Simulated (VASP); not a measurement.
Write the native input for VASP 6.6.1 that does the following.

```yaml
Task: single point
Functional: PBEsol
Dispersion: D3(BJ)
Potentials_or_basis: VASP PAW PBE potentials, release 64 (C)
Cutoff: 520 eV
k_mesh: 16 × 16 × 16
Occupations: gaussian, width 0.03 eV
Spin: no spin polarisation
Dipole_correction: no
Further_INCAR_settings: ALGO = Normal; EDIFF = 1e-06; NBANDS = 11
```

The structure of C lies in POSCAR:

```
C
1.0
    0.0000000000      2.1088861730      3.2945337322
    1.2183718732      0.0000000000      3.2945337322
    1.2183718732      2.1088861730      0.0000000000
C
2
Direct
    0.1549584640      0.8450415360      0.1549584640
    0.8450415360      0.1549584640      0.8450415360
```

This cell differs from its parent crystal: atoms shifted along a free coordinate.

One way to write it, as run:

INCAR

```
SYSTEM = C
  ALGO = Normal
  EDIFF = 1E-6
  ENCUT = 520
  GGA = PS
  ISIF = 2
  ISMEAR = 0
  IVDW = 12
  LASPH = .TRUE.
  LCHARG = .TRUE.
  LELF = .TRUE.
  LREAL = .FALSE.
  LVHAR = .TRUE.
  LWAVE = .FALSE.
  NBANDS = 11
  NELM = 60
  PREC = Accurate
  SIGMA = 0.03
```

KPOINTS

```
k-points
0
G
  16 16 16
  0 0 0
```

Potentials or basis: VASP PAW PBE potentials, release 64 (C).

Run with:

```sh
$ cat potpaw_PBE.64/C/POTCAR > POTCAR
$ mpirun -np 1 vasp_std > vasp.out
```

Results of the run:

- Pressure: 14.7 GPa
- Largest force: 6.567 eV/Å
- Band gap on the k mesh: zero (bands 4 and 5 overlap by 0.45 eV)
- Dispersion energy per atom: -0.112 eV

Caveat: the cell differs from its parent crystal (atoms shifted along a free coordinate); the cell stands under pressure; the PAW data sets were made with another functional, which shifts forces and pressure a little.

Run time: 3.3 min on 1 thread of Intel Xeon 8259CL (shared host), peak memory 0.22 GiB.
